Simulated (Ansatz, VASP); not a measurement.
One calculation of GaN, two programs

File INCAR:

```
SYSTEM = GaN
  PREC = Accurate
  ENCUT = 1330
  EDIFF = 1E-6
  ISMEAR = 0
  SIGMA = 0.01
  LREAL = .FALSE.
  LASPH = .TRUE.
  NELM = 120
  ALGO = Normal
  ISIF = 2
  LWAVE = .FALSE.
  LCHARG = .FALSE.
  NBANDS = 26
  GGA_COMPAT = .FALSE.
```

Contents of KPOINTS:

```
Automatic mesh
0
G
  6 6 4
  0 0 0
```

Contents of POSCAR:

```
GaN
1.0
    3.1800000000      0.0000000000      0.0000000000
   -1.5900000000      2.7539607800      0.0000000000
    0.0000000000      0.0000000000      5.1660000000
Ga N
2 2
Direct
    0.3333333345      0.6666666691      0.0000000000
    0.6666666673      0.3333333345      0.5000000000
    0.3333333345      0.6666666691      0.3750000000
    0.6666666673      0.3333333345      0.8750000000
```

Input for Ansatz:

```yaml
crystal:
  lattice:
    - [3.18, 0.0, 0.0]
    - [-1.59, 2.75396078, 0.0]
    - [0.0, 0.0, 5.166]
  atoms:
    - { symbol: Ga, position: [0.3333333345437113, 0.6666666690874226, 0.0] }
    - { symbol: Ga, position: [0.6666666672718556, 0.3333333345437113, 0.5] }
    - { symbol: "N", position: [0.3333333345437113, 0.6666666690874226, 0.37499999999999994] }
    - { symbol: "N", position: [0.6666666672718556, 0.3333333345437113, 0.8749999999999999] }
kpoints:
  mp_grid:
    grid: [6, 6, 4]
hamiltonian:
  xc: lda
  pseudopotentials:
    kind: paw
scf:
  occupations:
    method: fixed
output:
  forces: true
  stress: true
  eigenvalues: true
```

Alike in both runs: task single point; functional LDA; k mesh 6 × 6 × 4; no spin polarisation.

```csv
,VASP,Ansatz
version,VASP 6.6.1,Ansatz 0.2.0
potentials or method,"VASP PAW LDA potentials, release 64 (Ga_d, N_h)","plane waves, PAW"
plane-wave cutoff (eV),1330,420
occupations,"gaussian, width 0.01 eV",fixed
valence electrons in the cell,36,36
```

```csv
,VASP,Ansatz,Ansatz less VASP
gap on the k mesh at the Fermi level (eV),1.99,1.97,-0.018
pressure (GPa),-3.1,-4.5,-1.34
"traceless stress, the component that is largest in VASP (GPa)",1.40,1.38,-0.021
rms of the force components (eV/Å),0.074,0.073,-0.0009
```

LDA's correlation is that of Perdew and Zunger in VASP and of Perdew and Wang (1992) in Ansatz. Atom by atom the forces differ by 0.001 eV/Å (rms over components).
